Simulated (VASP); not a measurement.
# Ga (Im-3m) in VASP: further runs, part 2 of 2

VASP 6.6.1. The steps go on from the part before.

**3. Single point, PBE**

This run uses another cell than the first one, of 19.23 Å³/atom, 1.136 times its volume.

The input, INCAR:

```
SYSTEM = Ga
PREC     = Accurate       ! precision mode
ENCUT    = 520            ! plane-wave cutoff, eV
EDIFF    = 1E-6           ! SCF threshold, eV
ISMEAR   = -1             ! smearing method
SIGMA    = 0.08           ! smearing width, eV
LREAL    = .FALSE.        ! projectors in reciprocal space
LASPH    = .TRUE.         ! aspherical terms in the spheres
NELM     = 60             ! most SCF steps
ALGO     = Normal         ! electronic algorithm
ISIF     = 2              ! what is computed and relaxed
LWAVE    = .FALSE.        ! write WAVECAR
LCHARG   = .FALSE.        ! write CHGCAR
GGA      = PE             ! functional
NBANDS   = 12             ! bands
```

The input, KPOINTS:

```
Automatic mesh
0
G
  16 16 16
  0 0 0
```

The input, POSCAR:

```
Ga
1.0
   -1.6878157453      1.6878157453      1.6878157453
    1.6878157453     -1.6878157453      1.6878157453
    1.6878157453      1.6878157453     -1.6878157453
Ga
1
Direct
    0.0000000000      0.0000000000      0.0000000000
```

Potentials or basis: VASP PAW PBE potentials, release 64 (Ga_d).

Launch:

```console
cat potpaw_PBE.64/Ga_d/POTCAR > POTCAR
mpirun -np 1 vasp_std > vasp.out
```

OUTCAR:

```text
SYSTEM = Ga
   PREC = Accurate
   ENCUT = 520
   EDIFF = 1E-6
   ISMEAR = -1
   LREAL = .FALSE.
   LASPH = .TRUE.
   NELM = 60
   ISIF = 2
   GGA = PE

 ion  position               nearest neighbor table
   1  0.000  0.000  0.000-

  LATTYP: Found a body centered cubic cell.
 ALAT       =     3.3756314906

  Lattice vectors:

 A1 = (  -1.6878157453,   1.6878157453,   1.6878157453)
 A2 = (   1.6878157453,  -1.6878157453,   1.6878157453)
 A3 = (   1.6878157453,   1.6878157453,  -1.6878157453)

Analysis of symmetry for initial positions (statically):
=====================================================================
 Subroutine PRICEL returns:
 Original cell was already a primitive cell.

 Routine SETGRP: Setting up the symmetry group for a
 body centered cubic supercell.

 Subroutine GETGRP returns: Found 48 space group operations
 (whereof 48 operations were pure point group operations)
 out of a pool of 48 trial point group operations.

The static configuration has the point symmetry O_h .

Analysis of symmetry for dynamics (positions and initial velocities):
=====================================================================
 Subroutine PRICEL returns:
 Original cell was already a primitive cell.

 Routine SETGRP: Setting up the symmetry group for a
 body centered cubic supercell.

 Subroutine GETGRP returns: Found 48 space group operations
 (whereof 48 operations were pure point group operations)
 out of a pool of 48 trial point group operations.

The dynamic configuration has the point symmetry O_h .

 Subroutine INISYM returns: Found 48 space group operations
 (whereof 48 operations are pure point group operations),
 and found     1 'primitive' translations

----------------------------------------------------------------------------------------

                                     Primitive cell

  volume of cell :      19.2325

  direct lattice vectors                    reciprocal lattice vectors
    -1.687815745  1.687815745  1.687815745     0.000000000  0.296240867  0.296240867
     1.687815745 -1.687815745  1.687815745     0.296240867  0.000000000  0.296240867
     1.687815745  1.687815745 -1.687815745     0.296240867  0.296240867  0.000000000

  length of vectors
     2.923382625  2.923382625  2.923382625     0.418947852  0.418947852  0.418947852

  position of ions in fractional coordinates (direct lattice)
     0.000000000  0.000000000  0.000000000

  ion indices of the primitive-cell ions
   primitive index   ion index
                 1           1

----------------------------------------------------------------------------------------

 KPOINTS: Automatic mesh

Automatic generation of k-mesh.
 Grid dimensions read from file:
 generate k-points for:   16   16   16

 Generating k-lattice:

  Cartesian coordinates                     Fractional coordinates (reciprocal lattice)
     0.000000000  0.018515054  0.018515054     0.062500000  0.000000000  0.000000000
     0.018515054  0.000000000  0.018515054     0.000000000  0.062500000  0.000000000
     0.018515054  0.018515054  0.000000000     0.000000000  0.000000000  0.062500000

  Length of vectors
     0.026184241  0.026184241  0.026184241

  Shift w.r.t. Gamma in fractional coordinates (k-lattice)
     0.000000000  0.000000000  0.000000000

 Subroutine IBZKPT returns following result:
 ===========================================

 Found    145 irreducible k-points:

 Following reciprocal coordinates:
            Coordinates               Weight
  0.000000  0.000000  0.000000      1.000000
  0.062500  0.000000  0.000000     12.000000
  0.125000  0.000000  0.000000     12.000000
  0.187500  0.000000  0.000000     12.000000
  0.250000  0.000000  0.000000     12.000000
  0.312500  0.000000  0.000000     12.000000
[... 16 lines left out ...]
  0.187500  0.187500  0.000000     24.000000
  0.250000  0.187500  0.000000     48.000000
 [... further k-points ...]
   k-points           NKPTS =    145   k-points in BZ     NKDIM =    145   number of bands    NBANDS=     12
   number of dos      NEDOS =    301   number of ions     NIONS =      1
   total plane-waves  NPLWV =  13824
   dimension x,y,z NGX =    24 NGY =   24 NGZ =   24
   dimension x,y,z NGXF=    48 NGYF=   48 NGZF=   48
   ions per type =               1
   NGX,Y,Z   is equivalent  to a cutoff of  13.65, 13.65, 13.65 a.u.
   NGXF,Y,Z  is equivalent  to a cutoff of  27.30, 27.30, 27.30 a.u.
 SYSTEM =  Ga
   PREC   = accura    normal or accurate (medium, high low for compatibility)
   ISTART =      0    job   : 0-new  1-cont  2-samecut
   ICHARG =      2    charge: 1-file 2-atom 10-const
   ISPIN  =      1    spin polarized calculation?
   LNONCOLLINEAR =      F non collinear calculations
   LSORBIT =      F    spin-orbit coupling
   LASPH  =      T    aspherical Exc in radial PAW
   ENCUT  =  520.0 eV  38.22 Ry    6.18 a.u.   5.44  5.44  5.44*2*pi/ulx,y,z
   NELM   =     60;   NELMIN=  2; NELMDL= -5     # of ELM steps
   EDIFF  = 0.1E-05   stopping-criterion for ELM
   LREAL  =      F    real-space projection
   EDIFFG = 0.1E-04   stopping-criterion for IOM
   NSW    =      0    number of steps for IOM
   IBRION =     -1    ionic relax: 0-MD 1-quasi-New 2-CG
   NFREE  =      0    steps in history (QN), initial steepest desc. (CG)
   ISIF   =      2    stress and relaxation
   ISYM   =      2    0-nonsym 1-usesym 2-fastsym
   POTIM  = 0.5000    time-step for ionic-motion
   TEBEG  =    0.0;   TEEND  =   0.0 temperature during run
   PSTRESS=    0.0 pullay stress
   NELECT =      13.0000    total number of electrons
   NUPDOWN=      -1.0000    fix difference up-down
   EMIN   =  10.00;   EMAX   =-10.00  energy-range for DOS
   EFERMI =   0.00;   METHOD = LEGACY
   ISMEAR =    -1;   SIGMA  =   0.08  broadening in eV -4-tet -1-fermi 0-gaus
   EFERMI_NEDOS =   21; number of points for ismear=-14 and -15
   IALGO  =     38    algorithm
   IMIX   =      4    mixing-type and parameters
     AMIX     =   0.40;   BMIX     =  1.00
     AMIX_MAG =   1.60;   BMIX_MAG =  1.00
  volume/ion in A,a.u.               =      19.23       129.79
  Fermi-wavevector in a.u.,A,eV,Ry     =   1.436738  2.715041 28.085366  2.064216
  Thomas-Fermi vector in A             =   2.555893
   LORBIT       =      0    0 simple, 1 ext, 2 COOP (PROOUT), +10 PAW based schemes
   GGA     = PE    functional components
[... 5 lines left out ...]
 non-spin polarized calculation
  energy-cutoff  :      520.00
  volume of cell :       19.23
 maximum number of plane-waves:       537
 NGX is ok and might be reduce to    24
   NGX = 11   NGY = 11   NGZ = 11

 number of electron      12.9999990 magnetization

 Free energy of the ion-electron system (eV)
  ---------------------------------------------------
  ext. energy  EPLUGINS =         0.00000000
  ---------------------------------------------------
  free energy    TOTEN  =        -2.87273604 eV

  energy without entropy =       -2.86163008  energy(sigma->0) =       -2.86718306

 E-fermi :   5.3952     XC(G=0): -10.9257

 val. band max:        5.3908453306   @ k =   0.2500   0.2500   0.2500
 cond. band min:       5.3958585992   @ k =  -0.4375   0.5000   0.3125
 fundamental gap:      0.0050132686
 Fermi energy:         5.3951613352

 k-point     1 :       0.0000    0.0000    0.0000
  band No.  band energies     occupation
      1      -9.5305      2.00000
      2      -9.5305      2.00000
      3      -9.5305      2.00000
      4      -9.3518      2.00000
      5      -9.3518      2.00000
      6      -5.5119      2.00000
      7      17.7204      0.00000
      8      17.7204      0.00000
      9      17.7204      0.00000
     10      22.3643      0.00000
     11      22.3643      0.00000
     12      22.3643      0.00000

 k-point     2 :       0.0625    0.0000    0.0000
  band No.  band energies     occupation
      1      -9.5335      2.00000
      2      -9.5282      2.00000
      3      -9.5198      2.00000
      4      -9.3549      2.00000
      5      -9.3518      2.00000
      6      -5.4072      2.00000
      7      16.7465      0.00000
      8      17.2143      0.00000
      9      17.5517      0.00000
     10      21.0645      0.00000
     11      21.2090      0.00000
     12      22.3878      0.00000
[... 316 lines left out ...]
 k-point    24 :       0.2500    0.1875    0.0000
  band No.  band energies     occupation
      1      -9.5787      2.00000
      2      -9.5183      2.00000
      3      -9.3797      2.00000
      4      -9.3726      2.00000
      5      -9.3147      2.00000
      6      -1.5870      2.00000
      7       6.7212      0.00000
      8       8.7758      0.00000
      9      13.3773      0.00000
     10      19.2715      0.00000
     11      20.7375      0.00000
     12      24.1477      0.00000

 [... further k-points ...]
[... 5 lines left out ...]
  --------------------------------------------------------------------------------------
  -------------------------------------------------------------------------------------
  Total        0.0109334      0.0109334      0.0109334      0.0000000      0.0000000     -0.0000000
  in kB        0.9108188      0.9108188      0.9108188      0.0000000      0.0000000     -0.0000000
  external PRESSURE =       0.9108188 kB  Pullay stress =       0.0000000 kB

 VOLUME and BASIS-vectors are now :
 -----------------------------------------------------------------------------
  energy-cutoff  :      520.00
  volume of cell :       19.23
      direct lattice vectors                 reciprocal lattice vectors
    -1.687815745  1.687815745  1.687815745     0.000000000  0.296240867  0.296240867
     1.687815745 -1.687815745  1.687815745     0.296240867  0.000000000  0.296240867
     1.687815745  1.687815745 -1.687815745     0.296240867  0.296240867  0.000000000

 POSITION                                       TOTAL-FORCE (eV/Angst)
 -----------------------------------------------------------------------------------
      0.00000      0.00000      0.00000         0.000000      0.000000      0.000000
 -----------------------------------------------------------------------------------
    total drift:                                0.000000      0.000000     -0.000000

  FREE ENERGIE OF THE ION-ELECTRON SYSTEM (eV)
  ---------------------------------------------------
  free  energy   TOTEN  =        -2.8727360357 eV

  energy  without entropy=       -2.8616300816  energy(sigma->0) =       -2.86718306
```

Run time: 39 s. Hardware: 1 thread of Intel Xeon 8259CL, shared host; peak memory 0.16 GiB.

What came out:

```yaml
Free_energy: -2.8727 eV
Pressure: 0.1 GPa
```

Levels at points of the mesh, in eV from the Fermi level:
| k point | band 2 | band 3 | band 4 | band 5 | band 6 | band 7 | band 8 | band 9 | band 10 | band 11 |
| --- | --- | --- | --- | --- | --- | --- | --- | --- | --- | --- |
| (0.00, 0.00, 0.00) | -14.93 | -14.93 | -14.75 | -14.75 | -10.91 | 12.33 | 12.33 | 12.33 | 16.97 | 16.97 |
| (0.50, 0.00, 0.00) | -14.98 | -14.76 | -14.75 | -14.64 | -4.49 | -3.65 | 6.90 | 8.92 | 11.33 | 11.59 |
| (0.50, 0.50, 0.50) | -15.02 | -14.66 | -14.66 | -14.66 | 1.28 | 1.60 | 1.60 | 1.60 | 5.73 | 5.73 |

**4. Single point, PBE**

This run uses another cell than the first one, of 19.23 Å³/atom, 1.136 times its volume.

The input, INCAR:

```
PREC = Accurate
ENCUT = 520
EDIFF = 1E-6
ISMEAR = -1
SIGMA = 0.08
LREAL = F
LASPH = T
NELM = 60
ALGO = Normal
ISIF = 2
LWAVE = F
LCHARG = F
GGA = PE
NBANDS = 12
```

The input, KPOINTS:

```
Automatic mesh
0
Gamma
  16 16 16
```

POSCAR is that of step 3.

Launch:

```console
cat potpaw_PBE.64/Ga_d/POTCAR > POTCAR
mpirun -np 1 vasp_std > vasp.out
```

Run time: 37 s. Hardware: 1 thread of Intel Xeon 8259CL, shared host; peak memory 0.16 GiB.

Results (log left out):

* Free energy: -2.8727 eV
* Pressure: 0.1 GPa

Levels at points of the mesh, in eV from the Fermi level:
```csv
k point,band 3,band 4,band 5,band 6,band 7,band 8,band 9,band 10
"(0.00, 0.00, 0.00)",-14.93,-14.75,-14.75,-10.91,12.33,12.33,12.33,16.97
"(0.50, 0.00, 0.00)",-14.76,-14.75,-14.64,-4.49,-3.65,6.90,8.92,11.33
"(0.50, 0.50, 0.50)",-14.66,-14.66,-14.66,1.28,1.60,1.60,1.60,5.73
```

**5. Single point, PBE+D3(BJ)**

This run uses another cell than the first one, of 9.62 Å³/atom, 0.568 times its volume.

The input, INCAR:

```
PREC = Accurate
ENCUT = 500
EDIFF = 1E-6
ISMEAR = -1
SIGMA = 0.08
LREAL = F
LASPH = T
NELM = 120
ALGO = Normal
ISIF = 2
LWAVE = F
LCHARG = T
GGA = PE
IVDW = 12
LELF = T
LVHAR = T
NBANDS = 12
GGA_COMPAT = F
```

KPOINTS is that of step 4.

The input, POSCAR:

```
Ga
1.0
   -1.3396202448      1.3396202448      1.3396202448
    1.3396202448     -1.3396202448      1.3396202448
    1.3396202448      1.3396202448     -1.3396202448
Ga
1
Direct
    0.0000000000      0.0000000000      0.0000000000
```

Launch:

```console
cat potpaw_PBE.64/Ga_d/POTCAR > POTCAR
mpirun -np 1 vasp_std > vasp.out
```

It took 32 s on 1 thread of AMD EPYC 7R13, shared host; peak memory 0.11 GiB.

The run converged. Its results:

```yaml
Free_energy: -0.7383 eV
Pressure: 167.2 GPa
Dispersion_energy_per_atom: -0.610 eV
```

Levels at points of the mesh, in eV from the Fermi level:
```tsv
k point	band 4	band 5	band 6	band 7	band 8	band 9
(0.00, 0.00, 0.00)	-17.07	-16.26	-16.26	21.84	21.84	21.84
(0.50, 0.00, 0.00)	-16.22	-15.73	-8.31	-4.94	11.66	12.58
(0.50, 0.50, 0.50)	-15.86	-15.86	1.38	1.38	1.38	6.52
```

Caveat: pairwise dispersion overbinds metals, which lowers pressure and volume.

**6. Summary**

| level | cell | cutoff (eV) | gap on the mesh (eV) | pressure (GPa) |
| --- | --- | --- | --- | --- |
| PBE | a = 2.801 Å, angles 109.5°, 1 atom | 520 | none | 8.4 |
| PBE | a = 2.923 Å, angles 109.5°, 1 atom | 520 | none | 0.1 |
| PBE+D3(BJ) | a = 2.320 Å, angles 109.5°, 1 atom | 500 | none | 167.2 |

Alike in all rows: task single point; potentials or basis VASP PAW PBE potentials, release 64 (Ga_d); no spin polarisation; k mesh 16 × 16 × 16; smearing fermi-dirac 0.08 eV.

Caveats: pairwise dispersion overbinds metals, which lowers pressure and volume (some runs).

Total energies depend on the potentials used, so only differences within one code and one set of settings carry meaning.
